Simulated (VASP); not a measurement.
# InSb2As3 (R-3m) in VASP: relaxation of cell and atoms with PBE

Aim: the relaxation of cell and atoms of InSb2As3 with PBE.

All numbers are computed with VASP 6.6.1; they aren't measurements. Logs are shortened: lines on timing, memory, paths and dates and some standing lists are left out, and cuts for length are marked.

## Step 1: The cell of the first run

Symmetry: R-3m, No. 166, trigonal system. Conventional cell: a = 6.214 Å, b = 6.214 Å, c = 14.739 Å, α = 90.00°, β = 90.00°, γ = 120.00°. In (site symmetry -3m) has 6 As at 3.04 Å and 6 Sb at 3.64 Å within 4.0 Å. Sb (site symmetry 3m) has 9 As at 3.54 to 3.62 Å and 3 In at 3.64 Å and 4 Sb at 3.72 to 3.78 Å within 4.7 Å. Within 4.0 Å of As (site symmetry 2/m) lie 2 In at 3.04 Å and 4 As at 3.11 Å and 6 Sb at 3.54 to 3.62 Å.

The cell was built from a structure type or drawn by symmetry, and may not be a known phase.

## Step 2: Relaxation of cell and atoms, PBE

Contents of INCAR:

```
ALGO     = Normal         # electronic algorithm
EDIFF    = 1E-7           # SCF threshold, eV
EDIFFG   = -0.04          # ionic threshold
ENCUT    = 600            # plane-wave cutoff, eV
GGA      = PE             # functional
GGA_COMPAT= False        
IBRION   = 2              # ionic algorithm
ISIF     = 3              # what is computed and relaxed
ISMEAR   = 0              # smearing method
LASPH    = True           # aspherical terms in the spheres
LCHARG   = False          # write CHGCAR
LREAL    = False          # projectors in reciprocal space
LWAVE    = False          # write WAVECAR
NELM     = 120            # most SCF steps
NELMIN   = 4            
NSW      = 90             # ionic steps
PREC     = Accurate       # precision mode
SIGMA    = 0.1            # smearing width, eV
```

Contents of KPOINTS:

```
k-points
0
Gamma
  3 3 3
```

Contents of POSCAR:

```
InSb2As3
1.0
    3.1071621200      1.7939208900      4.9130772000
   -3.1071621200      1.7939208900      4.9130772000
    0.0000000000     -3.5878417700      4.9130772000
In Sb As
1 2 3
Direct
    0.0000000000      0.0000000000      0.0000000000
    0.6262924100      0.6262924100      0.6262924100
    0.3737075900      0.3737075900      0.3737075900
    0.0000000000      0.5000000000      0.0000000000
    0.5000000000      0.0000000000      0.0000000000
    0.0000000000      0.0000000000      0.5000000000
```

Potentials or basis: VASP PAW PBE potentials, release 64 (In_d, Sb_d_GW, As_d).

The run is started by

```console
cat potpaw_PBE.64/In_d/POTCAR potpaw_PBE.64/Sb_d_GW/POTCAR potpaw_PBE.64/As_d/POTCAR > POTCAR
mpirun -np 1 vasp_std > vasp.out
```

OUTCAR:

```text
EDIFF = 1E-7
   EDIFFG = -0.04
   ENCUT = 600
   GGA = PE
   IBRION = 2
   ISIF = 3
   ISMEAR = 0
   LASPH = True
   LREAL = False
   NELM = 120
   NELMIN = 4
   NSW = 90
   PREC = Accurate

 ion  position               nearest neighbor table
   1  0.000  0.000  0.000-   6 3.04   6 3.04   4 3.04   5 3.04   4 3.04   5 3.04   3 3.64   2 3.64
                             3 3.64   2 3.64   3 3.64   2 3.64
   2  0.626  0.626  0.626-   1 3.64   1 3.64   1 3.64
   3  0.374  0.374  0.374-   1 3.64   1 3.64   1 3.64
   4  0.000  0.500  0.000-   1 3.04   1 3.04
   5  0.500  0.000  0.000-   1 3.04   1 3.04
   6  0.000  0.000  0.500-   1 3.04   1 3.04

  LATTYP: Found a trigonal (rhomboedric) cell.
 ALAT       =     6.0836614117
 COS(alpha) =     0.4782916922

  Lattice vectors:

 A1 = (   3.1071621200,   1.7939208900,   4.9130772000)
 A2 = (  -3.1071621200,   1.7939208900,   4.9130772000)
 A3 = (   0.0000000000,  -3.5878417700,   4.9130772000)

Analysis of symmetry for initial positions (statically):
=====================================================================
 Subroutine PRICEL returns:
 Original cell was already a primitive cell.

 Routine SETGRP: Setting up the symmetry group for a
 trigonal (rhombohedral) supercell.

 Subroutine GETGRP returns: Found 12 space group operations
 (whereof 12 operations were pure point group operations)
 out of a pool of 12 trial point group operations.

The static configuration has the point symmetry D_3d.

Analysis of symmetry for dynamics (positions and initial velocities):
=====================================================================
 Subroutine PRICEL returns:
 Original cell was already a primitive cell.

 Routine SETGRP: Setting up the symmetry group for a
 trigonal (rhombohedral) supercell.

 Subroutine GETGRP returns: Found 12 space group operations
 (whereof 12 operations were pure point group operations)
 out of a pool of 12 trial point group operations.

The dynamic configuration has the point symmetry D_3d.

 Subroutine INISYM returns: Found 12 space group operations
 (whereof 12 operations are pure point group operations),
 and found     1 'primitive' translations

----------------------------------------------------------------------------------------

                                     Primitive cell

  volume of cell :     164.3130

  direct lattice vectors                    reciprocal lattice vectors
     3.107162120  1.793920890  4.913077200     0.160918543  0.092906364  0.067846142
    -3.107162120  1.793920890  4.913077200    -0.160918543  0.092906364  0.067846142
     0.000000000 -3.587841770  4.913077200     0.000000000 -0.185812728  0.067846142

  length of vectors
     6.083661412  6.083661412  6.083661409     0.197811700  0.197811700  0.197811700

  position of ions in fractional coordinates (direct lattice)
     0.000000000  0.000000000  0.000000000
     0.626292410  0.626292410  0.626292410
     0.373707590  0.373707590  0.373707590
     0.000000000  0.500000000  1.000000000
     0.500000000  0.000000000  1.000000000
     1.000000000  1.000000000  0.500000000

  ion indices of the primitive-cell ions
   primitive index   ion index
                 1           1
                 2           2
                 3           3
                 4           4
                 5           5
                 6           6

----------------------------------------------------------------------------------------

 KPOINTS: k-points

Automatic generation of k-mesh.
 Grid dimensions read from file:
 generate k-points for:    3    3    3

 Generating k-lattice:

  Cartesian coordinates                     Fractional coordinates (reciprocal lattice)
     0.053639514  0.030968788  0.022615381     0.333333333  0.000000000  0.000000000
    -0.053639514  0.030968788  0.022615381     0.000000000  0.333333333  0.000000000
     0.000000000 -0.061937576  0.022615381    -0.000000000 -0.000000000  0.333333333

  Length of vectors
     0.065937233  0.065937233  0.065937233

  Shift w.r.t. Gamma in fractional coordinates (k-lattice)
     0.000000000  0.000000000  0.000000000

 Subroutine IBZKPT returns following result:
 ===========================================

 Found      6 irreducible k-points:

 Following reciprocal coordinates:
            Coordinates               Weight
  0.000000  0.000000  0.000000      1.000000
  0.333333 -0.000000  0.000000      6.000000
  0.333333  0.333333  0.000000      6.000000
 -0.333333  0.333333  0.000000      6.000000
  0.333333  0.333333  0.333333      2.000000
 -0.333333  0.333333  0.333333      6.000000
   k-points           NKPTS =      6   k-points in BZ     NKDIM =      6   number of bands    NBANDS=     52
   number of dos      NEDOS =    301   number of ions     NIONS =      6
   total plane-waves  NPLWV = 125000
   dimension x,y,z NGX =    50 NGY =   50 NGZ =   50
   dimension x,y,z NGXF=   100 NGYF=  100 NGZF=  100
   ions per type =               1   2   3
   NGX,Y,Z   is equivalent  to a cutoff of  13.66, 13.66, 13.66 a.u.
   NGXF,Y,Z  is equivalent  to a cutoff of  27.33, 27.33, 27.33 a.u.
 SYSTEM =  unknown system
   PREC   = accura    normal or accurate (medium, high low for compatibility)
   ISTART =      0    job   : 0-new  1-cont  2-samecut
   ICHARG =      2    charge: 1-file 2-atom 10-const
   ISPIN  =      1    spin polarized calculation?
   LNONCOLLINEAR =      F non collinear calculations
   LSORBIT =      F    spin-orbit coupling
   LASPH  =      T    aspherical Exc in radial PAW
   ENCUT  =  600.0 eV  44.10 Ry    6.64 a.u.  12.15 12.15 12.15*2*pi/ulx,y,z
   NELM   =    120;   NELMIN=  4; NELMDL= -5     # of ELM steps
   EDIFF  = 0.1E-06   stopping-criterion for ELM
   LREAL  =      F    real-space projection
   EDIFFG = -.4E-01   stopping-criterion for IOM
   NSW    =     90    number of steps for IOM
   IBRION =      2    ionic relax: 0-MD 1-quasi-New 2-CG
   NFREE  =      1    steps in history (QN), initial steepest desc. (CG)
   ISIF   =      3    stress and relaxation
   ISYM   =      2    0-nonsym 1-usesym 2-fastsym
   POTIM  = 0.5000    time-step for ionic-motion
   TEBEG  =    0.0;   TEEND  =   0.0 temperature during run
   PSTRESS=    0.0 pullay stress
   NELECT =      88.0000    total number of electrons
   NUPDOWN=      -1.0000    fix difference up-down
   EMIN   =  10.00;   EMAX   =-10.00  energy-range for DOS
   EFERMI =   0.00;   METHOD = LEGACY
   ISMEAR =     0;   SIGMA  =   0.10  broadening in eV -4-tet -1-fermi 0-gaus
   EFERMI_NEDOS =   21; number of points for ismear=-14 and -15
   IALGO  =     38    algorithm
   IMIX   =      4    mixing-type and parameters
     AMIX     =   0.40;   BMIX     =  1.00
     AMIX_MAG =   1.60;   BMIX_MAG =  1.00
  volume/ion in A,a.u.               =      27.39       184.81
  Fermi-wavevector in a.u.,A,eV,Ry     =   1.329469  2.512333 24.048150  1.767489
  Thomas-Fermi vector in A             =   2.458629
   LORBIT       =      0    0 simple, 1 ext, 2 COOP (PROOUT), +10 PAW based schemes
   GGA     = PE    functional components
   LHFCALC =     F    Hartree Fock is set to
   AEXX    =    0.0000 exact exchange contribution
   IVDW    =     0    specifies the selected vdW correction
   LEPSILON=     F    determine dielectric tensor
   LRPA    =     F    only Hartree local field effects (RPA)
 conjugate gradient relaxation of ions
 non-spin polarized calculation
 Gauss-broadening in eV      SIGMA  =   0.10
  energy-cutoff  :      600.00
  volume of cell :      164.31
 maximum number of plane-waves:      5502
 NGX is ok and might be reduce to    50
   NGX = 25   NGY = 25   NGZ = 25

--------------------------------------- Ionic step        1  -------------------------------------------

 number of electron      87.9999979 magnetization

 Free energy of the ion-electron system (eV)
  ---------------------------------------------------
  ext. energy  EPLUGINS =         0.00000000
  ---------------------------------------------------
  free energy    TOTEN  =       -21.43280371 eV

  energy without entropy =      -21.40843377  energy(sigma->0) =      -21.42061874

------------------------ aborting loop because EDIFF is reached ----------------------------------------

  FORCE on cell =-STRESS in cart. coord.  units (eV):
  Direction    XX          YY          ZZ          XY          YZ          ZX
  --------------------------------------------------------------------------------------
  -------------------------------------------------------------------------------------
  Total       -5.4589156     -5.4589156     -7.3678252      0.0000000     -0.0000000      0.0000000
  in kB      -53.2285856    -53.2285856    -71.8419080      0.0000000     -0.0000000      0.0000000
  external PRESSURE =     -59.4330264 kB  Pullay stress =       0.0000000 kB
[... 101 lines left out ...]
  FREE ENERGIE OF THE ION-ELECTRON SYSTEM (eV)
  ---------------------------------------------------
  free  energy   TOTEN  =       -21.8706614450 eV

  energy  without entropy=      -21.8508015528  energy(sigma->0) =      -21.86073150

 E-fermi :   4.8094     XC(G=0): -10.4898

 val. band max:        4.7675766476   @ k =  -0.3333   0.3333   0.0000
 cond. band min:       4.8447342214   @ k =   0.3333   0.3333   0.0000
 fundamental gap:      0.0771575738
 Fermi energy:         4.8093666970

 k-point     1 :       0.0000    0.0000    0.0000
  band No.  band energies     occupation
      1     -31.0211      2.00000
      2     -31.0200      2.00000
      3     -31.0200      2.00000
      4     -31.0079      2.00000
      5     -31.0079      2.00000
      6     -31.0073      2.00000
[... 319 lines left out ...]
     51       8.0670      0.00000
     52       9.0327      0.00000

[... ionic steps 4 to 29 ...]

--------------------------------------- Ionic step       30  -------------------------------------------

 number of electron      88.0000029 magnetization

------------------------ aborting loop because EDIFF is reached ----------------------------------------

  FORCE on cell =-STRESS in cart. coord.  units (eV):
  Direction    XX          YY          ZZ          XY          YZ          ZX
  --------------------------------------------------------------------------------------
  -------------------------------------------------------------------------------------
  Total       -0.4141490     -0.4141490      0.0443424      0.0000000      0.0000000      0.0000000
  in kB       -4.3377982     -4.3377982      0.4644420      0.0000000      0.0000000      0.0000000
  external PRESSURE =      -2.7370515 kB  Pullay stress =       0.0000000 kB
[... 65 lines left out ...]
  energy  without entropy=      -22.1922809232  energy(sigma->0) =      -22.21256030

--------------------------------------- Ionic step       32  -------------------------------------------

 number of electron      88.0000025 magnetization

 Free energy of the ion-electron system (eV)
  ---------------------------------------------------
  ext. energy  EPLUGINS =         0.00000000
  ---------------------------------------------------
  free energy    TOTEN  =       -22.23350639 eV

  energy without entropy =      -22.19244143  energy(sigma->0) =      -22.21297391

 E-fermi :   4.6365     XC(G=0): -10.3545

 val. band max:        4.6031994167   @ k =   0.3333   0.3333   0.0000
 cond. band min:       4.7151431475   @ k =  -0.3333   0.3333   0.3333
 fundamental gap:      0.1119437308
 Fermi energy:         4.6364692143

 k-point     1 :       0.0000    0.0000    0.0000
  band No.  band energies     occupation
      1     -31.1293      2.00000
      2     -31.1277      2.00000
      3     -31.1277      2.00000
      4     -31.1175      2.00000
      5     -31.1175      2.00000
      6     -31.1128      2.00000
[... 352 lines left out ...]
  FREE ENERGIE OF THE ION-ELECTRON SYSTEM (eV)
  ---------------------------------------------------
  free  energy   TOTEN  =       -22.2335063937 eV

  energy  without entropy=      -22.1924414260  energy(sigma->0) =      -22.21297391

 reached required accuracy - stopping structural energy minimisation
```

Wall time 21 min (1 thread of Intel Xeon 6975P-C (Granite Rapids), shared host); peak memory 0.42 GiB.

Results:

```yaml
Free_energy: -22.2335 eV
Relaxed_volume: 25.39 Å³/atom
Relaxed_cell: a = 5.995 Å, b = 5.995 Å, c = 5.995 Å, α = 60.00°, β = 60.00°, γ = 60.00°
Space_group_after_relaxing_to_0.1_Å: R-3m (No. 166)
Energy_gained_by_relaxing: 133.5 meV/atom
Ionic_steps: 32
Pressure_after_relaxing: -0.1 GPa
Largest_force_after_relaxing: 0.009 eV/Å
Band_gap_on_the_k_mesh: zero (bands 44 and 45 overlap by 1.53 eV)
```

Forces in eV/Å, atoms in the order of the input:
```
In   0.000  0.000  0.000
Sb   0.000  0.000  0.009
Sb   0.000  0.000 -0.009
As   0.000  0.000  0.000
As   0.000  0.000  0.000
As   0.000  0.000  0.000
```

Stress tensor (GPa, compression positive):
```
-0.17  0.00  0.00
 0.00 -0.17  0.00
 0.00  0.00  0.14
```

The path:
```tsv
step	energy change (eV)	largest force (eV/Å)	pressure (GPa)	volume (Å³)
1	0.0000	0.0472	-5.94	164.31
2	-0.4283	0.2365	1.34	141.31
3	-0.4379	0.1935	0.16	143.88
4	-0.4604	0.2740	0.14	143.77
5	-0.5547	0.2560	0.15	143.29
6	-0.5415	0.1693	1.46	141.69
7	-0.5997	0.0541	0.47	142.53
8	-0.6012	0.0982	0.38	142.66
9	-0.6024	0.1435	-0.56	145.10
10	-0.6036	0.1230	-0.18	144.10
11	-0.6092	0.1780	-0.29	144.50
12	-0.6268	0.1953	-0.64	145.57
13	-0.6513	0.2419	-1.02	147.68
14	-0.7094	0.4715	-0.45	151.86
15	-0.6814	0.2419	-0.89	149.42
16	-0.7089	0.0059	-0.69	150.79
17	-0.7128	0.2027	-0.57	151.29
18	-0.7135	0.2206	-0.56	151.33
19	-0.7154	0.2852	-0.52	151.46
20	-0.7170	0.4345	-0.42	151.72
21	-0.7195	0.4287	-0.42	151.72
22	-0.7269	0.4173	-0.39	151.69
23	-0.7403	0.4009	-0.33	151.64
24	-0.7612	0.3818	-0.14	151.53
25	-0.7831	0.4095	0.39	151.23
26	-0.7854	0.4480	0.70	151.07
27	-0.7935	0.2871	0.33	151.74
28	-0.7981	0.0603	-0.52	153.51
29	-0.7990	0.0249	-0.30	153.02
30	-0.7990	0.0355	-0.27	152.97
31	-0.8000	0.0220	-0.18	152.67
32	-0.8007	0.0091	-0.07	152.36
```

Final structure:
```yaml
crystal:
  lattice:
    - [2.99759, 1.73066, 4.89473]
    - [-2.99759, 1.73066, 4.89473]
    - [0.00000, -3.46132, 4.89473]
  atoms:
    - { symbol: In, position: [0.00000, 0.00000, 0.00000] }
    - { symbol: Sb, position: [0.59416, 0.59416, 0.59416] }
    - { symbol: Sb, position: [0.40584, 0.40584, 0.40584] }
    - { symbol: As, position: [0.00000, 0.50000, 0.00000] }
    - { symbol: As, position: [0.50000, 0.00000, 0.00000] }
    - { symbol: As, position: [0.00000, 0.00000, 0.50000] }
```

Levels at points of the mesh, in eV from the Fermi level:
```csv
k point,band 41,band 42,band 43,band 44,band 45,band 46,band 47,band 48
"(0.00, 0.00, 0.00)",-1.97,-1.77,-1.77,-1.26,-1.26,2.07,2.07,2.48
```

Caveat: the k points lie up to 0.43 Å⁻¹ apart in the final cell, too coarse for converged energies and pressures of a metal; spin-orbit coupling is left out, which moves the levels of the heavy elements.
